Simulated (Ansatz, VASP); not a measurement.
**NaF: VASP beside Ansatz**

File POSCAR:

```
NaF
1.0
    0.0000000000      2.2726397722      2.2726397722
    2.2726397722      0.0000000000      2.2726397722
    2.2726397722      2.2726397722      0.0000000000
Na F
1 1
Direct
    0.0000000000      0.0000000000      0.0000000000
    0.5000000000      0.5000000000      0.5000000000
```

The input INCAR.step1:

```
ALGO = Normal
EDIFF = 1E-5
ENCUT = 520
GGA = PE
ISIF = 2
ISMEAR = -1
LASPH = True
LCHARG = False
LREAL = False
LWAVE = True
NBANDS = 14
NELM = 60
PREC = Accurate
SIGMA = 0.05
```

Contents of INCAR.step2:

```
ALGO = Normal
EDIFF = 1E-6
ENCUT = 520
GGA = PE
HFSCREEN = 0.2079
ISIF = 2
ISMEAR = -1
ISTART = 1
LASPH = True
LCHARG = False
LHFCALC = True
LREAL = False
LWAVE = False
NBANDS = 14
NELM = 60
PREC = Accurate
PRECFOCK = Normal
SIGMA = 0.05
```

KPOINTS

```
k-points
0
Gamma
  6 6 6
```

input

```
crystal:
  lattice:
    - [0.0, 2.2726397722, 2.2726397722]
    - [2.2726397722, 0.0, 2.2726397722]
    - [2.2726397722, 2.2726397722, 0.0]
  atoms:
    - { symbol: Na, position: [0.0, 0.0, 0.0] }
    - { symbol: F, position: [0.5, 0.5, 0.5] }
hamiltonian:
  xc: hse06
  pseudopotentials: { kind: paw }
kpoints:
  mp_grid: { grid: [6, 6, 6] }
scf:
  occupations: { method: fermi_dirac, width: 0.05 }
output:
  forces: true
  stress: true
  eigenvalues: true
```

Alike in both runs: task single point; functional HSE06; k mesh 6 × 6 × 6; occupations fermi-dirac, width 0.05 eV; no spin polarisation.

|  | VASP | Ansatz |
| --- | --- | --- |
| version | VASP 6.6.1 | Ansatz 0.2.0 |
| potentials or method | VASP PAW PBE potentials, release 64 (Na_pv, F) | Ansatz PAW |
| plane-wave cutoff (eV) | 520 | 420 |
| valence electrons in the cell | 14 | 16 |

VASP gave:

```
gap on the k mesh at the Fermi level (eV) : 8.80
least direct gap on the mesh (eV)         : 8.80
pressure (GPa)                            : 3.6
```

Question: What did Ansatz give for the same quantities?

Answer: gap on the k mesh at the Fermi level (eV): 8.84; least direct gap on the mesh (eV): 8.84; pressure (GPa): 3.4.

VASP's potentials hold 14 valence electrons a cell and Ansatz's 16, so a difference there can come from the potentials and not from the codes.
